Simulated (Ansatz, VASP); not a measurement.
# One calculation of Ag, two programs

Contents of INCAR:

```
SYSTEM = Ag
  ALGO = Fast
  EDIFF = 1E-6
  ENCUT = 520
  GGA = PS
  ISIF = 2
  ISMEAR = 0
  LASPH = .TRUE.
  LCHARG = .FALSE.
  LREAL = .FALSE.
  LWAVE = .FALSE.
  NBANDS = 18
  NELM = 60
  PREC = Accurate
  SIGMA = 0.15
```

Contents of KPOINTS:

```
k-points
0
G
  18 18 10
  0 0 0
```

The input POSCAR:

```
Ag
1.0
   -1.6556540000      1.6556540000      1.6556540000
    1.6556540000     -1.6556540000      1.6556540000
    3.3113080000      3.3113080000      0.0000000000
Ag
2
Direct
    0.0566241497      0.0566241497      0.0000000000
    0.4433758503      0.4433758503      0.5000000000
```

Input for Ansatz:

```yaml
crystal:
  lattice:
    - [-1.655654, 1.655654, 1.655654]
    - [1.655654, -1.655654, 1.655654]
    - [3.311308, 3.311308, 0.0]
  atoms:
    - { symbol: Ag, position: [0.0566241497, 0.0566241497, 0.0] }
    - { symbol: Ag, position: [0.4433758503, 0.4433758503, 0.5] }
basis:
  ecutwfc: 420
kpoints:
  mp_grid: { grid: [18, 18, 10] }
hamiltonian:
  xc: pbesol
scf:
  occupations: { method: gaussian, width: 0.15 }
output:
  forces: true
  stress: true
  eigenvalues: true
```

Change from the starting cell: mode 5 (96.6 1/cm) frozen in, largest displacement +0.188 Å.

Alike in both runs: task single point; functional PBEsol; k mesh 18 × 18 × 10; occupations gaussian, width 0.15 eV; no spin polarisation.

```csv
,VASP,Ansatz
version,VASP 6.6.1,Ansatz 0.2.0
potentials or method,"VASP PAW PBE potentials, release 64 (Ag), cutoff 520 eV","scalar-relativistic, plane waves, PAW"
valence electrons in the cell,22,38
```

|  | VASP | Ansatz | Ansatz less VASP |
| --- | --- | --- | --- |
| gap on the k mesh at the Fermi level (eV) | none | none | - |
| pressure (GPa) | -5.2 | -5.0 | +0.19 |
| traceless stress, the component that is largest in VASP (GPa) | 3.01 | 3.04 | +0.031 |
| rms of the force components (eV/Å) | 0.399 | 0.403 | +0.0038 |

VASP's potentials were made for PBE, not for PBEsol. Atom by atom the forces differ by 0.004 eV/Å (rms over components). A gap of «none» marks a metal or a gap that the smearing closes. The functional is the same, so the differences come from potentials, cutoffs and numerics. VASP's potentials hold 22 valence electrons a cell and Ansatz's 38, so a difference there can come from the potentials and not from the codes.
